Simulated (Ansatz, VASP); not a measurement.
## BN: VASP beside Ansatz

```xyz
2
Lattice="0.0000 1.8048 1.8048 1.8048 0.0000 1.8048 1.8048 1.8048 0.0000" Properties=species:S:1:pos:R:3 pbc="T T T"
B     0.0000    0.0000    0.0000
N     0.9024    0.9024    0.9024
```

Alike in both runs: task single point; functional r2SCAN0; k mesh 8 × 8 × 8; no spin polarisation.

```csv
,VASP,Ansatz
version,VASP 6.6.1,Ansatz 0.2.0
potentials or method,"VASP PAW PBE potentials, release 64 (B, N)","plane waves, PAW"
plane-wave cutoff (eV),520,500
occupations,"gaussian, width 0.01 eV",fixed
valence electrons in the cell,8,8
```

|  | VASP | Ansatz | Ansatz less VASP |
| --- | --- | --- | --- |
| gap on the k mesh at the Fermi level (eV) | 6.87 | 6.89 | +0.012 |
| pressure (GPa) | -5.5 | -6.6 | -1.04 |

VASP's potentials were made for PBE, not for r2SCAN0. Ansatz's warnings: stress exchange threshold loose, stress scf threshold loose.
